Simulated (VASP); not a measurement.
Zn: single point with PBEsol-based screened hybrid with 25 % exact exchange

The system is Zn.

```xyz
1
Lattice="0.0000 1.9284 1.9284 1.9284 0.0000 1.9284 1.9284 1.9284 0.0000" Properties=species:S:1:pos:R:3 pbc="T T T"
Zn    0.0000    0.0000    0.0000
```

This isn't the form of Zn at room conditions, which is hcp.

- Program: VASP 6.6.1
- Task: single point
- Functional: PBEsol-based screened hybrid with 25 % exact exchange
- Potentials or basis: VASP PAW PBE potentials, release 64 (Zn)
- Cutoff: 400 eV
- k mesh: 6 × 6 × 6
- Occupations: fermi-dirac, width 0.05 eV
- Spin: no spin polarisation
- Dipole correction: no
- Grid for exact exchange (PRECFOCK): Normal
- Share of exact exchange: 0.25
- Further INCAR settings: ALGO = Normal; EDIFF = 1e-06; NBANDS = 12
- Screening parameter: 0.207 1/Å

```
Pressure               : -0.7 GPa
Band gap on the k mesh : zero (bands 6 and 7 overlap by 1.90 eV)
```

Levels at points of the mesh, in eV from the Fermi level:
```tsv
k point	band 4	band 5	band 6	band 7	band 8	band 9
(0.00, 0.00, 0.00)	-10.42	-10.00	-10.00	19.91	19.99	19.99
(0.50, 0.00, 0.00)	-9.65	-9.65	-3.99	-1.77	16.78	16.78
(0.50, 0.50, 0.00)	-9.55	-9.55	-1.72	1.89	9.18	9.18
```

It took 4.2 min on 1 thread of Intel(R) Xeon(R) Platinum 8259CL CPU @ 2.50GHz (Skylake/Cascade Lake) (shared host), peak memory 0.21 GiB.

Caveat: the k points lie up to 0.47 Å⁻¹ apart, too coarse for converged energies and pressures of a metal; the PAW data sets were made with another functional, which shifts forces and pressure a little.
